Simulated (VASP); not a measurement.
# Cs2AgBiBr6 (Fm-3m) in VASP: settings compared, part 2 of 2

VASP 6.6.1. Earlier steps stand in the parts before.

## Step 5: Single point, BLYP

The input, INCAR:

```
SYSTEM = Cs2AgBiBr6
PREC     = Accurate       ! precision mode
ENCUT    = 520            ! plane-wave cutoff, eV
EDIFF    = 1E-6           ! SCF threshold, eV
ISMEAR   = -1             ! smearing method
SIGMA    = 0.05           ! smearing width, eV
LREAL    = .False.        ! projectors in reciprocal space
LASPH    = .True.         ! aspherical terms in the spheres
NELM     = 60             ! most SCF steps
ALGO     = Normal         ! electronic algorithm
ISIF     = 2              ! what is computed and relaxed
LWAVE    = .False.        ! write WAVECAR
LCHARG   = .False.        ! write CHGCAR
GGA      = B5             ! functional
ALDAX    = 1.0          
AGGAX    = 1.0          
AGGAC    = 1.0          
ALDAC    = 0.0          
NBANDS   = 54             ! bands
```

The input, KPOINTS:

```
Automatic mesh
0
Gamma
  4 4 4
  0 0 0
```

The input, POSCAR:

```
Cs2AgBiBr6
1.0
    0.0000000000      5.6161000000      5.6161000000
    5.6161000000      0.0000000000      5.6161000000
    5.6161000000      5.6161000000      0.0000000000
Bi Cs Ag Br
1 2 1 6
Direct
    0.0000000000      0.0000000000      0.0000000000
    0.7500000000      0.7500000000      0.7500000000
    0.2500000000      0.2500000000      0.2500000000
    0.5000000000      0.5000000000      0.5000000000
    0.7494500000      0.7494500000      0.2505500000
    0.2505500000      0.2505500000      0.7494500000
    0.7494500000      0.2505500000      0.2505500000
    0.7494500000      0.2505500000      0.7494500000
    0.2505500000      0.7494500000      0.7494500000
    0.2505500000      0.7494500000      0.2505500000
```

Potentials or basis: VASP PAW PBE potentials, release 64 (Bi_d, Cs_sv, Ag, Br).

Command:

```console
cat potpaw_PBE.64/Bi_d/POTCAR potpaw_PBE.64/Cs_sv/POTCAR potpaw_PBE.64/Ag/POTCAR potpaw_PBE.64/Br/POTCAR > POTCAR
mpirun -np 1 vasp_std > vasp.out
```

OUTCAR:

```text
SYSTEM = Cs2AgBiBr6
   PREC = Accurate
   ENCUT = 520
   EDIFF = 1E-6
   ISMEAR = -1
   LREAL = .False.
   LASPH = .True.
   NELM = 60
   ISIF = 2
   GGA = B5

 ion  position               nearest neighbor table
   1  0.000  0.000  0.000-   5 2.81   6 2.81   7 2.81   8 2.81   9 2.81  10 2.81
   2  0.750  0.750  0.750-
   3  0.250  0.250  0.250-
   4  0.500  0.500  0.500-   5 2.80   6 2.80   7 2.80   8 2.80   9 2.80  10 2.80
   5  0.749  0.749  0.251-   4 2.80   1 2.81
   6  0.251  0.251  0.749-   4 2.80   1 2.81
   7  0.749  0.251  0.251-   4 2.80   1 2.81
   8  0.749  0.251  0.749-   4 2.80   1 2.81
   9  0.251  0.749  0.749-   4 2.80   1 2.81
  10  0.251  0.749  0.251-   4 2.80   1 2.81

  LATTYP: Found a face centered cubic cell.
 ALAT       =    11.2322000000

  Lattice vectors:

 A1 = (   0.0000000000,   5.6161000000,   5.6161000000)
 A2 = (   5.6161000000,   0.0000000000,   5.6161000000)
 A3 = (   5.6161000000,   5.6161000000,   0.0000000000)

[... 178 lines left out ...]

 k-point     1 :       0.0000    0.0000    0.0000
  band No.  band energies     occupation
      1     -21.2886      2.00000
      2     -21.2886      2.00000
      3     -21.2376      2.00000
      4     -21.2376      2.00000
      5     -21.2376      2.00000
      6     -19.0171      2.00000
[... 445 lines left out ...]
     53       7.8354      0.00000
     54       8.1026      0.00000

------------------------ aborting loop because EDIFF is reached ----------------------------------------

  FORCE on cell =-STRESS in cart. coord.  units (eV):
  Direction    XX          YY          ZZ          XY          YZ          ZX
  --------------------------------------------------------------------------------------
  -------------------------------------------------------------------------------------
  Total        8.3917912      8.3917912      8.3917912     -0.0000000     -0.0000000      0.0000000
  in kB       37.9516584     37.9516584     37.9516584     -0.0000000     -0.0000000      0.0000000
  external PRESSURE =      37.9516584 kB  Pullay stress =       0.0000000 kB

 VOLUME and BASIS-vectors are now :
 -----------------------------------------------------------------------------
  energy-cutoff  :      520.00
  volume of cell :      354.27
      direct lattice vectors                 reciprocal lattice vectors
     0.000000000  5.616100000  5.616100000    -0.089029754  0.089029754  0.089029754
     5.616100000  0.000000000  5.616100000     0.089029754 -0.089029754  0.089029754
     5.616100000  5.616100000  0.000000000     0.089029754  0.089029754 -0.089029754

 POSITION                                       TOTAL-FORCE (eV/Angst)
 -----------------------------------------------------------------------------------
      0.00000      0.00000      0.00000         0.000000     -0.000000      0.000000
      8.42415      8.42415      8.42415         0.000000      0.000000      0.000000
      2.80805      2.80805      2.80805         0.000000     -0.000000     -0.000000
      5.61610      5.61610      5.61610         0.000000     -0.000000     -0.000000
      5.61610      5.61610      8.41797         0.000000      0.000000     -0.356512
      5.61610      5.61610      2.81423         0.000000      0.000000      0.356512
      2.81423      5.61610      5.61610         0.356512      0.000000      0.000000
      5.61610      8.41797      5.61610         0.000000     -0.356512      0.000000
      8.41797      5.61610      5.61610        -0.356512      0.000000      0.000000
      5.61610      2.81423      5.61610         0.000000      0.356512      0.000000
 -----------------------------------------------------------------------------------
    total drift:                               -0.000000     -0.000000     -0.000000

  FREE ENERGIE OF THE ION-ELECTRON SYSTEM (eV)
  ---------------------------------------------------
  free  energy   TOTEN  =       -26.0468147606 eV

  energy  without entropy=      -26.0468143573  energy(sigma->0) =      -26.04681456
```

OSZICAR:

```text
N       E                     dE             d eps       ncg     rms          rms(c)
DAV:   1     0.715347260841E+03    0.71535E+03   -0.36953E+04   864   0.140E+03
DAV:   2     0.498849107991E+02   -0.66546E+03   -0.64455E+03  1050   0.300E+02
DAV:   3    -0.252373138135E+02   -0.75122E+02   -0.74727E+02  1032   0.119E+02
DAV:   4    -0.275866626348E+02   -0.23493E+01   -0.23418E+01  1042   0.253E+01
DAV:   5    -0.276691554302E+02   -0.82493E-01   -0.82465E-01  1224   0.425E+00    0.774E+00
DAV:   6    -0.261334601202E+02    0.15357E+01   -0.28324E+00  1138   0.101E+01    0.513E+00
DAV:   7    -0.260456096888E+02    0.87850E-01   -0.13274E+00  1088   0.434E+00    0.249E+00
DAV:   8    -0.260457479203E+02   -0.13823E-03   -0.10349E-01  1050   0.157E+00    0.661E-01
DAV:   9    -0.260461842741E+02   -0.43635E-03   -0.92962E-03  1064   0.528E-01    0.120E-01
DAV:  10    -0.260466248865E+02   -0.44061E-03   -0.15025E-03  1074   0.152E-01    0.877E-02
DAV:  11    -0.260468023371E+02   -0.17745E-03   -0.25485E-04  1080   0.725E-02    0.185E-02
DAV:  12    -0.260468129894E+02   -0.10652E-04   -0.23244E-05  1008   0.234E-02    0.101E-02
DAV:  13    -0.260468151693E+02   -0.21799E-05   -0.13583E-05  1080   0.133E-02    0.458E-03
DAV:  14    -0.260468147606E+02    0.40866E-06   -0.20170E-06   706   0.805E-03
   1 F= -.26046815E+02 E0= -.26046815E+02  d E =-.403313E-06
```

stdout:

```text
POSCAR found type information on POSCAR BiCsAgBr
 POSCAR found :  4 types and      10 ions
 scaLAPACK will be used
 -----------------------------------------------------------------------------
|                                                                             |
|                                                                             |
|     You enforced a specific xc type in the INCAR file but a different       |
|     I HOPE YOU KNOW WHAT YOU ARE DOING!                                     |
|                                                                             |
 -----------------------------------------------------------------------------

 LDA part: xc-table for (Slater(with rela. corr.)+VWN5), standard interpolation
 POSCAR, INCAR and KPOINTS ok, starting setup
 FFT: planning ... GRIDC
 FFT: planning ... GRID_SOFT
 FFT: planning ... GRID
 WAVECAR not read
 entering main loop
```

It took 2.9 min on 1 thread of Intel Xeon Platinum 8488C (Sapphire Rapids), shared host; peak memory 0.6 GiB.

What came out:

| Item | Value |
| --- | --- |
| Free energy | -26.0468 eV |
| Pressure | 3.8 GPa |
| Largest force | 0.357 eV/Å |
| Band gap on the k mesh | 1.30 eV (least direct gap 2.49 eV) |

Forces in eV/Å, atoms in the order of the input:
```
Bi   0.000  0.000  0.000
Cs   0.000  0.000  0.000
Cs   0.000  0.000  0.000
Ag   0.000  0.000  0.000
Br   0.000  0.000 -0.357
Br   0.000  0.000  0.357
Br   0.357  0.000  0.000
Br   0.000 -0.357  0.000
Br  -0.357  0.000  0.000
Br   0.000  0.357  0.000
```

Levels at points of the mesh, in eV from the valence-band top:
| k point | band 40 | band 41 | band 42 | band 43 | band 44 | band 45 | band 46 | band 47 |
| --- | --- | --- | --- | --- | --- | --- | --- | --- |
| (0.00, 0.00, 0.00) | -1.23 | -1.23 | -0.68 | -0.68 | 2.36 | 2.36 | 2.36 | 3.66 |
| (0.50, 0.00, 0.00) | -1.52 | -1.37 | -1.27 | -1.27 | 1.30 | 3.72 | 3.72 | 4.96 |
| (0.50, 0.50, 0.00) | -1.57 | -1.25 | -0.69 | 0.00 | 2.85 | 2.85 | 3.20 | 4.35 |

Caveat: the cell stands under pressure; the PAW data sets were made with another functional, which shifts forces and pressure a little; spin-orbit coupling is left out, which moves the levels of the heavy elements. BLYP gaps usually lie below the measured ones, often by a third to a half.

## Step 6: Summary

```csv
level,gap on the mesh (eV),pressure (GPa),largest force (eV/Å)
PBE,1.27,1.9,0.29
RPBE,1.35,3.5,0.25
revPBE,1.32,3.1,0.26
BLYP,1.30,3.8,0.36
```

Alike in all rows: task single point; potentials or basis VASP PAW PBE potentials, release 64 (Bi_d, Cs_sv, Ag, Br); no spin polarisation; cell as given; k mesh 4 × 4 × 4; cutoff (eV) 520; smearing fermi-dirac 0.05 eV.

On the cell as given the gap runs from 1.27 eV (PBE) to 1.35 eV (RPBE). The pressure there spans 1.9 GPa (PBE) to 3.8 GPa (BLYP); a positive pressure means that this level wants a larger cell, a negative one a smaller.

Caveats: spin-orbit coupling is left out, which moves the levels of the heavy elements; the cell stands under pressure (at least some runs); the PAW data sets were made with another functional, which shifts forces and pressure a little (at least some runs).

Total energies depend on the potentials used, so only differences within one code and one set of settings carry meaning.
